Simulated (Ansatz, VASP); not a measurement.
One calculation of RbBr, two programs

```
CELL_PARAMETERS angstrom
4.12608 0.00000 0.00000
0.00000 4.12608 0.00000
0.00000 0.00000 4.12608
ATOMIC_POSITIONS crystal
Rb 0.00000 0.00000 0.00000
Br 0.50000 0.50000 0.50000
```

Alike in both runs: task single point; functional PBE-based screened hybrid with a share of 0.25 of exact exchange and HFSCREEN = 0.2; k mesh 4 × 4 × 4; occupations fermi-dirac, width 0.05 eV; no spin polarisation.

|  | VASP | Ansatz |
| --- | --- | --- |
| version | VASP 6.6.1 | Ansatz 0.2.0 |
| potentials or method | VASP PAW PBE potentials, release 64 (Rb_sv, Br) | Ansatz PAW |
| plane-wave cutoff (eV) | 520 | 420 |
| valence electrons in the cell | 16 | 16 |

|  | VASP | Ansatz | Ansatz less VASP |
| --- | --- | --- | --- |
| gap on the k mesh at the Fermi level (eV) | 5.29 | 5.28 | 0.000 |
| least direct gap on the mesh (eV) | 5.45 | 5.45 | -0.001 |
| pressure (GPa) | 0.5 | 0.5 | -0.01 |

VASP's potentials were made for PBE, not for PBE-based screened hybrid. With one functional, cell and mesh, what is left measures potentials, basis and numerics.
